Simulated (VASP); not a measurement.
# Ti (P6_3/mmc) in VASP: a series of runs, part 2 of 2

VASP 6.6.1. Earlier steps stand in the parts before.

### 3 Relaxation of volume and atoms at fixed shape, PBEsol

This run uses another cell than the first one, of 17.64 Å³/atom.

Input file INCAR:

```
SYSTEM = Ti
  PREC = Accurate
  ENCUT = 600
  EDIFF = 1E-6
  ISMEAR = 0
  SIGMA = 0.02
  LREAL = .FALSE.
  LASPH = .TRUE.
  NELM = 80
  ALGO = Normal
  ISIF = 8
  LWAVE = .FALSE.
  LCHARG = .FALSE.
  GGA = PS
  IBRION = 2
  NSW = 80
  EDIFFG = -0.02
```

Input file KPOINTS:

```
Automatic mesh
0
G
  9 9 5
  0 0 0
```

Input file POSCAR:

```
Ti
1.0
    2.9500000000      0.0000000000      0.0000000000
   -1.4750000000      2.5547750000      0.0000000000
    0.0000000000      0.0000000000      4.6800000000
Ti
2
Direct
    0.3333333333      0.6666666667      0.2500000000
    0.6666666667      0.3333333333      0.7500000000
```

Potentials or basis: VASP PAW PBE potentials, release 64 (Ti_sv).

Launch:

```sh
> cat potpaw_PBE.64/Ti_sv/POTCAR > POTCAR
> mpirun -np 1 vasp_std > vasp.out
```

OUTCAR:

```text
SYSTEM = Ti
   PREC = Accurate
   ENCUT = 600
   EDIFF = 1E-6
   ISMEAR = 0
   LREAL = .FALSE.
   LASPH = .TRUE.
   NELM = 80
   ISIF = 8
   GGA = PS
   IBRION = 2
   NSW = 80
   EDIFFG = -0.02

 ion  position               nearest neighbor table
   1  0.333  0.667  0.250-   2 2.89   2 2.89   2 2.89   2 2.89   2 2.89   2 2.89
   2  0.667  0.333  0.750-   1 2.89   1 2.89   1 2.89   1 2.89   1 2.89   1 2.89

  LATTYP: Found a hexagonal cell.
 ALAT       =     2.9500000000
 C/A-ratio  =     1.5864406780

  Lattice vectors:

 A1 = (   2.9500000000,   0.0000000000,   0.0000000000)
 A2 = (  -1.4750000000,   2.5547750000,   0.0000000000)
 A3 = (   0.0000000000,   0.0000000000,   4.6800000000)

Analysis of symmetry for initial positions (statically):
=====================================================================
 Subroutine PRICEL returns:
 Original cell was already a primitive cell.

 Routine SETGRP: Setting up the symmetry group for a
 hexagonal supercell.

 Subroutine GETGRP returns: Found 24 space group operations
 (whereof 12 operations were pure point group operations)
 out of a pool of 24 trial point group operations.

The static configuration has the point symmetry D_3d.
 The point group associated with its full space group is D_6h.

Analysis of symmetry for dynamics (positions and initial velocities):
=====================================================================
 Subroutine PRICEL returns:
 Original cell was already a primitive cell.

 Routine SETGRP: Setting up the symmetry group for a
 hexagonal supercell.

 Subroutine GETGRP returns: Found 24 space group operations
 (whereof 12 operations were pure point group operations)
 out of a pool of 24 trial point group operations.

The dynamic configuration has the point symmetry D_3d.
 The point group associated with its full space group is D_6h.

 Subroutine INISYM returns: Found 24 space group operations
 (whereof 12 operations are pure point group operations),
 and found     1 'primitive' translations

----------------------------------------------------------------------------------------

                                     Primitive cell

  volume of cell :      35.2712

  direct lattice vectors                    reciprocal lattice vectors
     2.950000000  0.000000000  0.000000000     0.338983051  0.195711951  0.000000000
    -1.475000000  2.554775000  0.000000000     0.000000000  0.391423902  0.000000000
     0.000000000  0.000000000  4.680000000     0.000000000  0.000000000  0.213675214

  length of vectors
     2.950000000  2.950000051  4.680000000     0.391423909  0.391423902  0.213675214

  position of ions in fractional coordinates (direct lattice)
     0.333333333  0.666666667  0.250000000
     0.666666667  0.333333333  0.750000000

  ion indices of the primitive-cell ions
   primitive index   ion index
                 1           1
                 2           2

----------------------------------------------------------------------------------------

[... 49 lines left out ...]
  0.333333  0.333333  0.200000      4.000000
 [... further k-points ...]
   k-points           NKPTS =     36   k-points in BZ     NKDIM =     36   number of bands    NBANDS=     16
   number of dos      NEDOS =    301   number of ions     NIONS =      2
   total plane-waves  NPLWV =  23040
   dimension x,y,z NGX =    24 NGY =   24 NGZ =   40
   dimension x,y,z NGXF=    48 NGYF=   48 NGZF=   80
   ions per type =               2
   NGX,Y,Z   is equivalent  to a cutoff of  13.53, 13.53, 14.21 a.u.
   NGXF,Y,Z  is equivalent  to a cutoff of  27.05, 27.05, 28.42 a.u.
 SYSTEM =  Ti
   PREC   = accura    normal or accurate (medium, high low for compatibility)
   ISTART =      0    job   : 0-new  1-cont  2-samecut
   ICHARG =      2    charge: 1-file 2-atom 10-const
   ISPIN  =      1    spin polarized calculation?
   LNONCOLLINEAR =      F non collinear calculations
   LSORBIT =      F    spin-orbit coupling
   LASPH  =      T    aspherical Exc in radial PAW
   ENCUT  =  600.0 eV  44.10 Ry    6.64 a.u.   5.89  5.89  9.35*2*pi/ulx,y,z
   NELM   =     80;   NELMIN=  2; NELMDL= -5     # of ELM steps
   EDIFF  = 0.1E-05   stopping-criterion for ELM
   LREAL  =      F    real-space projection
   EDIFFG = -.2E-01   stopping-criterion for IOM
   NSW    =     80    number of steps for IOM
   IBRION =      2    ionic relax: 0-MD 1-quasi-New 2-CG
   NFREE  =      1    steps in history (QN), initial steepest desc. (CG)
   ISIF   =      8    stress and relaxation
   ISYM   =      2    0-nonsym 1-usesym 2-fastsym
   POTIM  = 0.5000    time-step for ionic-motion
   TEBEG  =    0.0;   TEEND  =   0.0 temperature during run
   PSTRESS=    0.0 pullay stress
   NELECT =      24.0000    total number of electrons
   NUPDOWN=      -1.0000    fix difference up-down
   EMIN   =  10.00;   EMAX   =-10.00  energy-range for DOS
   EFERMI =   0.00;   METHOD = LEGACY
   ISMEAR =     0;   SIGMA  =   0.02  broadening in eV -4-tet -1-fermi 0-gaus
   EFERMI_NEDOS =   21; number of points for ismear=-14 and -15
   IALGO  =     38    algorithm
   IMIX   =      4    mixing-type and parameters
     AMIX     =   0.40;   BMIX     =  1.00
     AMIX_MAG =   1.60;   BMIX_MAG =  1.00
  volume/ion in A,a.u.               =      17.64       119.01
  Fermi-wavevector in a.u.,A,eV,Ry     =   1.439920  2.721054 28.209911  2.073370
  Thomas-Fermi vector in A             =   2.558722
   LORBIT       =      0    0 simple, 1 ext, 2 COOP (PROOUT), +10 PAW based schemes
   GGA     = PS    functional components
   LHFCALC =     F    Hartree Fock is set to
   AEXX    =    0.0000 exact exchange contribution
   IVDW    =     0    specifies the selected vdW correction
   LEPSILON=     F    determine dielectric tensor
   LRPA    =     F    only Hartree local field effects (RPA)
 conjugate gradient relaxation of ions
 non-spin polarized calculation
 Gauss-broadening in eV      SIGMA  =   0.02
  energy-cutoff  :      600.00
  volume of cell :       35.27
 maximum number of plane-waves:      1192
 NGX is ok and might be reduce to    24
   NGX = 11   NGY = 11   NGZ = 19

--------------------------------------- Ionic step        1  -------------------------------------------

 number of electron      23.9999997 magnetization

 Free energy of the ion-electron system (eV)
  ---------------------------------------------------
  ext. energy  EPLUGINS =         0.00000000
  ---------------------------------------------------
  free energy    TOTEN  =       -16.64355458 eV

  energy without entropy =      -16.64255335  energy(sigma->0) =      -16.64305396

------------------------ aborting loop because EDIFF is reached ----------------------------------------

  FORCE on cell =-STRESS in cart. coord.  units (eV):
  Direction    XX          YY          ZZ          XY          YZ          ZX
  --------------------------------------------------------------------------------------
  -------------------------------------------------------------------------------------
  Total       -1.2700820     -1.2700821     -1.4728185      0.0000000      0.0000000      0.0000000
  in kB      -57.6928273    -57.6928300    -66.9020300      0.0000000      0.0000000      0.0000000
  external PRESSURE =     -60.7625624 kB  Pullay stress =       0.0000000 kB
[... 59 lines left out ...]
--------------------------------------- Ionic step        3  -------------------------------------------

 number of electron      23.9999998 magnetization

 Free energy of the ion-electron system (eV)
  ---------------------------------------------------
  ext. energy  EPLUGINS =         0.00000000
  ---------------------------------------------------
  free energy    TOTEN  =       -16.68200894 eV

  energy without entropy =      -16.68105873  energy(sigma->0) =      -16.68153383

 E-fermi :   8.7308     XC(G=0): -11.8331

 val. band max:        8.6352469927   @ k =   0.0000   0.0000   0.4000
 cond. band min:       8.7331365456   @ k =   0.2222   0.2222   0.4000
 fundamental gap:      0.0978895529
 Fermi energy:         8.7308082153

 k-point     1 :       0.0000    0.0000    0.0000
  band No.  band energies     occupation
      1     -47.9075      2.00000
      2     -47.7435      2.00000
      3     -24.6540      2.00000
      4     -23.9071      2.00000
      5     -23.9071      2.00000
      6     -23.8360      2.00000
[... 433 lines left out ...]
      3     -24.3393      2.00000
      4     -24.3393      2.00000
      5     -24.3304      2.00000
      6     -24.1160      2.00000
[... 8 lines left out ...]
     15      10.1794      0.00000
     16      11.5575      0.00000

 [... further k-points ...]

------------------------ aborting loop because EDIFF is reached ----------------------------------------

  FORCE on cell =-STRESS in cart. coord.  units (eV):
  Direction    XX          YY          ZZ          XY          YZ          ZX
  --------------------------------------------------------------------------------------
  -------------------------------------------------------------------------------------
  Total        0.0181442      0.0181442     -0.0596603      0.0000000      0.0000000      0.0000000
  in kB        0.8720622      0.8720623     -2.8674368      0.0000000      0.0000000      0.0000000
  external PRESSURE =      -0.3744374 kB  Pullay stress =       0.0000000 kB
[... 17 lines left out ...]
  FREE ENERGIE OF THE ION-ELECTRON SYSTEM (eV)
  ---------------------------------------------------
  free  energy   TOTEN  =       -16.6820089375 eV

  energy  without entropy=      -16.6810587320  energy(sigma->0) =      -16.68153383

 reached required accuracy - stopping structural energy minimisation
```

OSZICAR:

```text
N       E                     dE             d eps       ncg     rms          rms(c)
DAV:   1     0.261037291736E+03    0.26104E+03   -0.14924E+04  1152   0.205E+03
DAV:   2     0.105361082989E+02   -0.25050E+03   -0.24889E+03  1184   0.517E+02
DAV:   3    -0.177139515507E+02   -0.28250E+02   -0.28081E+02  2272   0.140E+02
[... 31 lines left out ...]
DAV:   6    -0.166813486868E+02   -0.22912E-02   -0.67090E-03  1680   0.721E-01    0.117E-01
DAV:   7    -0.166819063333E+02   -0.55765E-03   -0.11129E-03  1496   0.264E-01    0.292E-02
DAV:   8    -0.166819995807E+02   -0.93247E-04   -0.18668E-04  1688   0.801E-02    0.216E-02
DAV:   9    -0.166820087985E+02   -0.92179E-05   -0.28858E-05  1480   0.499E-02    0.144E-03
DAV:  10    -0.166820089375E+02   -0.13891E-06   -0.29322E-06  1136   0.120E-02
   3 F= -.16682009E+02 E0= -.16681534E+02  d E =-.384544E-01
```

CONTCAR:

```text
Ti
   1.00000000000000
     2.8950042410817125    0.0000000000000000    0.0000000000000000
    -1.4475021205408563    2.5071472745795020    0.0000000000000000
     0.0000000000000000    0.0000000000000000    4.5927524909364115
  Ti
     2
Direct
     0.3333333332999970    0.6666666667000030    0.2500000000000000
     0.6666666667000030    0.3333333332999970    0.7500000000000000

  0.00000000E+00  0.00000000E+00  0.00000000E+00
  0.00000000E+00  0.00000000E+00  0.00000000E+00
```

Wall time 97 s (1 thread of Intel Xeon 8259CL, shared host); peak memory 0.18 GiB.

Results:

```yaml
Free_energy: -16.6820 eV
Relaxed_volume: 16.67 Å³/atom
Relaxed_cell: a = 2.895 Å, b = 2.895 Å, c = 4.593 Å, α = 90.00°, β = 90.00°, γ = 120.00°
Space_group_after_relaxing_to_0.1_Å: P6_3/mmc (No. 194)
Energy_gained_by_relaxing: 19.2 meV/atom
Ionic_steps: 3
Pressure_after_relaxing: 0.0 GPa
Band_gap_on_the_k_mesh: zero (bands 12 and 13 overlap by 1.09 eV)
```

Step by step:
| step | energy change (eV) | largest force (eV/Å) | pressure (GPa) | volume (Å³) |
| --- | --- | --- | --- | --- |
| 1 | 0.0000 | 0.0000 | -6.08 | 35.27 |
| 2 | -0.0166 | 0.0000 | 5.33 | 31.97 |
| 3 | -0.0385 | 0.0000 | -0.04 | 33.34 |

Final structure:
```xyz
2
Lattice="2.8950 0.0000 0.0000 -1.4475 2.5071 0.0000 0.0000 0.0000 4.5928" Properties=species:S:1:pos:R:3 pbc="T T T"
Ti    0.0000    1.6714    1.1482
Ti    1.4475    0.8357    3.4446
```

Caveat: the PAW data sets were made with another functional, which shifts forces and pressure a little.

The gap in the log of VASP goes by the Fermi energy; the results here count the filled bands.